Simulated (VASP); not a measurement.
Wanted: the native input for a VASP 6.6.1 run.

| Item | Value |
| --- | --- |
| Task | single point |
| Functional | PBEsol |
| Potentials or basis | VASP PAW PBE potentials, release 64 (Si, Ge_d) |
| Cutoff | 520 eV |
| k mesh | 12 × 12 × 6 |
| Occupations | gaussian, width 0.02 eV |
| Spin | no spin polarisation |
| Dipole correction | no |
| Further INCAR settings | ALGO = Normal; EDIFF = 1e-06; NBANDS = 26 |

The structure of SiGe lies in POSCAR:

```
SiGe
1.0
    3.9044512986      0.0000000000      0.0000000000
   -1.9522256493      3.3813540124      0.0000000000
    0.0000000000      0.0000000000      6.4507830000
Si Ge
2 2
Direct
    0.6666666667      0.3333333333      0.8745487282
    0.3333333333      0.6666666667      0.3745487282
    0.6666666667      0.3333333333      0.5004502718
    0.3333333333      0.6666666667      0.0004502718
```

The input as run:

INCAR

```
ALGO = Normal
EDIFF = 1E-6
ENCUT = 520
GGA = PS
ISIF = 2
ISMEAR = 0
LASPH = True
LCHARG = True
LELF = True
LREAL = False
LVHAR = True
LWAVE = False
NBANDS = 26
NELM = 100
PREC = Accurate
SIGMA = 0.02
```

KPOINTS

```
k-points
0
Gamma
  12 12 6
```

Potentials or basis: VASP PAW PBE potentials, release 64 (Si, Ge_d).

Command:

```bash
$ cat potpaw_PBE.64/Si/POTCAR potpaw_PBE.64/Ge_d/POTCAR > POTCAR
$ mpirun -np 1 vasp_std > vasp.out
```

Results of the run:

```
Pressure               : -0.3 GPa
Band gap on the k mesh : 0.35 eV, indirect (least direct gap 0.40 eV)
```

Caveat: the PAW data sets were made with another functional, which shifts forces and pressure a little.

Run time: 61 s on 1 thread of Intel(R) Xeon(R) 6975P-C (Granite Rapids), with other jobs on the host, peak memory 0.29 GiB.
